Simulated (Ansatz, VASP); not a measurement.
## One calculation of TiO2, two programs

Contents of INCAR:

```
SYSTEM = TiO2
ALGO = Normal
EDIFF = 1E-6
ENCUT = 520
GGA = PE
ISIF = 2
ISMEAR = -1
LASPH = .True.
LCHARG = .False.
LMAXMIX = 4
LREAL = .False.
LWAVE = .False.
NELM = 80
PREC = Accurate
SIGMA = 0.05
```

Contents of KPOINTS:

```
k-points
0
Gamma
  6 6 9
  0 0 0
```

The input POSCAR:

```
TiO2
1.0
    4.5998373239      0.0000000000      0.0000000000
    0.0000000000      4.5998373239      0.0000000000
    0.0000000000      0.0000000000      2.9592135600
Ti O
2 4
Direct
    0.0000000000      0.0000000000      0.5000000000
    0.5000000000      0.5000000000      0.0000000000
    0.3043213200      0.3043213200      0.5000000000
    0.1956786800      0.8043213200      0.0000000000
    0.8043213200      0.1956786800      0.0000000000
    0.6956786800      0.6956786800      0.5000000000
```

File KPOINTS_OPT:

```
path GXMGZRAZ,XR,MA
15
line-mode
reciprocal
 0.0000000000  0.0000000000  0.0000000000  G
 0.0000000000  0.5000000000  0.0000000000  X

 0.0000000000  0.5000000000  0.0000000000  X
 0.5000000000  0.5000000000  0.0000000000  M

 0.5000000000  0.5000000000  0.0000000000  M
 0.0000000000  0.0000000000  0.0000000000  G

 0.0000000000  0.0000000000  0.0000000000  G
 0.0000000000  0.0000000000  0.5000000000  Z

 0.0000000000  0.0000000000  0.5000000000  Z
 0.0000000000  0.5000000000  0.5000000000  R

 0.0000000000  0.5000000000  0.5000000000  R
 0.5000000000  0.5000000000  0.5000000000  A

 0.5000000000  0.5000000000  0.5000000000  A
 0.0000000000  0.0000000000  0.5000000000  Z

 0.0000000000  0.5000000000  0.0000000000  X
 0.0000000000  0.5000000000  0.5000000000  R

 0.5000000000  0.5000000000  0.0000000000  M
 0.5000000000  0.5000000000  0.5000000000  A
```

Contents of input.yaml:

```yaml
crystal:
  lattice:
    - [4.5998373239, 0.0, 0.0]
    - [0.0, 4.5998373239, 0.0]
    - [0.0, 0.0, 2.95921356]
  atoms:
    - { symbol: Ti, position: [0.0, 0.0, 0.5] }
    - { symbol: Ti, position: [0.5, 0.5, 0.0] }
    - { symbol: O, position: [0.30432132, 0.30432132, 0.5] }
    - { symbol: O, position: [0.19567868, 0.80432132, 0.0] }
    - { symbol: O, position: [0.80432132, 0.19567868, 0.0] }
    - { symbol: O, position: [0.69567868, 0.69567868, 0.5] }
hamiltonian:
  xc: pbe
  pseudopotentials: { kind: paw }
kpoints:
  mp_grid: { grid: [6, 6, 9] }
  band_path:
    path:
      - [[0.0, 0.0, 0.0], [0.0, 0.5, 0.0], [0.5, 0.5, 0.0], [0.0, 0.0, 0.0], [0.0, 0.0, 0.5], [0.0, 0.5, 0.5], [0.5, 0.5, 0.5], [0.0, 0.0, 0.5]]
      - [[0.0, 0.5, 0.0], [0.0, 0.5, 0.5]]
      - [[0.5, 0.5, 0.0], [0.5, 0.5, 0.5]]
    npoints: 14
scf:
  occupations: { method: fermi_dirac, width: 0.05 }
  n_extra_bands: 15
output:
  forces: true
  stress: true
  eigenvalues: true
  fatbands: false
```

Alike in both runs: task band structure; functional PBE; k mesh 6 × 6 × 9; occupations fermi-dirac, width 0.05 eV; no spin polarisation.

```csv
,VASP,Ansatz
version,VASP 6.6.1,Ansatz 0.2.0
potentials or method,"VASP PAW PBE potentials, release 64 (Ti_pv, O)",Ansatz PAW
plane-wave cutoff (eV),520,420
valence electrons in the cell,44,48
```

Ansatz gave:

* gap on the k mesh at the Fermi level (eV): 1.87
* least direct gap on the mesh (eV): 1.87
* gap along the band path (eV): 1.87
* pressure (GPa): 4.2
* traceless stress, the component that is largest in VASP (GPa): -0.55
* rms of the force components (eV/Å): 0.002

Task: What did VASP give for the same quantities?

Result: gap on the k mesh at the Fermi level (eV): 1.81; least direct gap on the mesh (eV): 1.81; gap along the band path (eV): 1.81; pressure (GPa): 5.6; traceless stress, the component that is largest in VASP (GPa): -0.31; rms of the force components (eV/Å): 0.020.

Atom by atom the forces differ by 0.022 eV/Å (rms over components). With one functional, cell and mesh, what is left measures potentials, basis and numerics. VASP's potentials hold 44 valence electrons a cell and Ansatz's 48, so a difference there can come from the potentials and not from the codes.
